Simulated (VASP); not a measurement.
A run of VASP 6.6.1 is set up as follows.

The input POSCAR:

```
Ni
1.0
    0.0000000000      1.7330608651      1.7330608651
    1.7330608651      0.0000000000      1.7330608651
    1.7330608651      1.7330608651      0.0000000000
Ni
1
Direct
    0.0000000000      0.0000000000      0.0000000000
```

The input INCAR.step1:

```
PREC = Accurate ; ENCUT = 520
ISMEAR = -1 ; SIGMA = 0.1
LREAL = F ; LASPH = T
NELM = 100 ; NBANDS = 11
GGA = PE ; ALGO = Normal
EDIFF = 1E-4 ; LWAVE = T
LCHARG = F
```

Contents of INCAR.step2:

```
PREC = Accurate ; ENCUT = 520
EDIFF = 1E-6 ; ISMEAR = -1
SIGMA = 0.1 ; LREAL = F
LASPH = T ; NELM = 100
ALGO = Normal ; ISIF = 2
LWAVE = F ; LCHARG = F
METAGGA = R2SCAN ; LMIXTAU = T
NBANDS = 11 ; ISTART = 1
```

Contents of KPOINTS:

```
regular mesh
0
Gamma
  12 12 12
```

Potentials or basis: VASP PAW PBE potentials, release 64 (Ni).

Run with:

```sh
$ cat potpaw_PBE.64/Ni/POTCAR > POTCAR
$ cp INCAR.step1 INCAR
$ mpirun -np 1 vasp_std > vasp.out
$ cp INCAR.step2 INCAR
$ mpirun -np 1 vasp_std > vasp.out
```

Q: Predict the pressure.

A: 0.5 GPa.

Q: Estimate the band gap on the k mesh.

A: Zero (band 5 reaches 9.81 eV, above the bottom of band 6 at 8.69 eV).

Caveat: the PAW data sets were made with another functional, which shifts forces and pressure a little; the run has no spin polarisation, though such a crystal can be magnetic. Spin polarisation is off, so any magnetic state and its effect on volume and gap are missing.
